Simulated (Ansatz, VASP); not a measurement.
Two plane-wave programs on Ru

File INCAR:

```
ALGO = Fast
EDIFF = 1E-7
EDIFFG = -0.002
ENCUT = 600
IBRION = 2
ISIF = 3
ISMEAR = 0
LASPH = True
LCHARG = False
LREAL = False
LWAVE = False
NELM = 100
NSW = 100
PREC = Accurate
SIGMA = 0.1
```

KPOINTS

```
k-points
0
Gamma
  15 15 8
```

The input POSCAR:

```
Ru
1.0
    2.6729789960      0.0000000000      0.0000000000
   -1.3364894980      2.3148677143      0.0000000000
    0.0000000000      0.0000000000      4.2281491570
Ru
2
Direct
    0.3333333333      0.6666666667      0.2500000000
    0.6666666667      0.3333333333      0.7500000000
```

Input for Ansatz:

```yaml
crystal:
  lattice:
    - [2.672978996, 0.0, 0.0]
    - [-1.336489498, 2.3148677143, 0.0]
    - [0.0, 0.0, 4.228149157]
  atoms:
    - { symbol: Ru, position: [0.3333333333, 0.6666666667, 0.25] }
    - { symbol: Ru, position: [0.6666666667, 0.3333333333, 0.75] }
basis:
  ecutwfc: 420
kpoints:
  mp_grid: { grid: [15, 15, 8] }
hamiltonian:
  xc: lda
  pseudopotentials: { kind: paw, azcp: { folder: soft_1 } }
scf:
  occupations: { method: gaussian, width: 0.1 }
output:
  forces: true
  stress: true
  eigenvalues: true
  write_density: true
  write_potential: true
  elf: true
  volumetric_format: npy
relax:
  adjacent_minimum: "off"
  f_tol: 0.002
  max_steps: 80
  cell: { stress_tol: 0.02 }
```

Alike in both runs: task relaxation of cell and atoms; functional LDA; k mesh 15 × 15 × 8; occupations gaussian, width 0.1 eV; no spin polarisation.

|  | VASP | Ansatz |
| --- | --- | --- |
| version | VASP 6.6.1 | Ansatz 0.2.0 |
| potentials or method | VASP PAW LDA potentials, release 64 (Ru_pv), cutoff 600 eV | scalar-relativistic, plane waves, PAW |
| valence electrons in the cell | 28 | 32 |

```tsv
	VASP	Ansatz	Ansatz less VASP
gap on the k mesh at the Fermi level, each at its own relaxed structure (eV)	none	none	-
relaxed volume (Å³/atom)	13.12	13.09	-0.032
relaxed cell length with the largest relative difference (Å)	4.230	4.226	-0.0036
```

Ansatz warns that its potentials were made for another functional, while VASP's fit it. LDA's correlation is that of Perdew and Zunger in VASP and of Perdew and Wang (1992) in Ansatz. A gap of «none» marks a metal or a gap that the smearing closes. VASP's potentials hold 28 valence electrons a cell and Ansatz's 32, so a difference there can come from the potentials and not from the codes.
